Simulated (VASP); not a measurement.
A run of VASP 6.6.1:

File INCAR:

```
SYSTEM = Ti3Al
ALGO = Fast ; EDIFF = 1E-7
EDIFFG = -0.01 ; ENCUT = 600
GGA = PE ; IBRION = 2
ISIF = 3 ; ISMEAR = 0
LASPH = .TRUE. ; LCHARG = .FALSE.
LREAL = .FALSE. ; LWAVE = .FALSE.
NELM = 100 ; NSW = 100
PREC = Accurate ; SIGMA = 0.1
```

KPOINTS

```
k-points
0
G
  12 12 12
  0 0 0
```

File POSCAR:

```
Ti3Al
1.0
    0.0000000000      3.2317810000      3.2317810000
    3.2317810000      0.0000000000      3.2317810000
    3.2317810000      3.2317810000      0.0000000000
Ti Al
3 1
Direct
    0.7500000000      0.7500000000      0.7500000000
    0.2500000000      0.2500000000      0.2500000000
    0.0000000000      0.0000000000      0.0000000000
    0.5000000000      0.5000000000      0.5000000000
```

Potentials or basis: VASP PAW PBE potentials, release 64 (Ti_sv, Al).

Launch:

```bash
$ cat potpaw_PBE.64/Ti_sv/POTCAR potpaw_PBE.64/Al/POTCAR > POTCAR
$ mpirun -np 1 vasp_std > vasp.out
```

Hardware: 1 thread of Intel Xeon 8259CL, on a shared host.

Task: Estimate the wall time of this run.

Result: Run time: 42 min on 1 thread of Intel Xeon 8259CL (shared host), peak memory 0.33 GiB. Counts: scf iterations 117, k points 72, ion steps 3.
